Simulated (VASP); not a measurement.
YZn, 2 atoms in the cell. The structure is cubic, space group Pm-3m (No. 221). The conventional cell has a = 3.590 Å, b = 3.590 Å, c = 3.590 Å, α = 90.00°, β = 90.00°, γ = 90.00°. Within 4.1 Å of Zn (site symmetry m-3m) lie 8 Y at 3.11 Å and 6 Zn at 3.59 Å. Y (site symmetry m-3m) has 8 Zn at 3.11 Å and 6 Y at 3.59 Å within 4.1 Å. 

```yaml
Program: VASP 6.6.1
Task: single point
Functional: LDA
Potentials_or_basis: VASP PAW LDA potentials, release 64 (Zn, Y_sv)
Cutoff: 520 eV
k_mesh: 9 × 9 × 9
Occupations: gaussian, width 0.0977 eV
Spin: no spin polarisation
Dipole_correction: no
Further_INCAR_settings: ALGO = Normal; EDIFF = 1e-06; NBANDS = 18
```

Potentials or basis: VASP PAW LDA potentials, release 64 (Zn, Y_sv).

Run with:

```sh
$ cat potpaw_LDA.64/Zn/POTCAR potpaw_LDA.64/Y_sv/POTCAR > POTCAR
$ mpirun -np 1 vasp_std > vasp.out
```

Hardware: 1 thread of Intel(R) Xeon(R) Platinum 8488C (Sapphire Rapids) (shared host).

Question: How long does it take, and how much memory?

Answer: Run time: 12 s on 1 thread of Intel(R) Xeon(R) Platinum 8488C (Sapphire Rapids), with other jobs on the host, peak memory 0.17 GiB. Counts: scf iterations 12, k points 35.
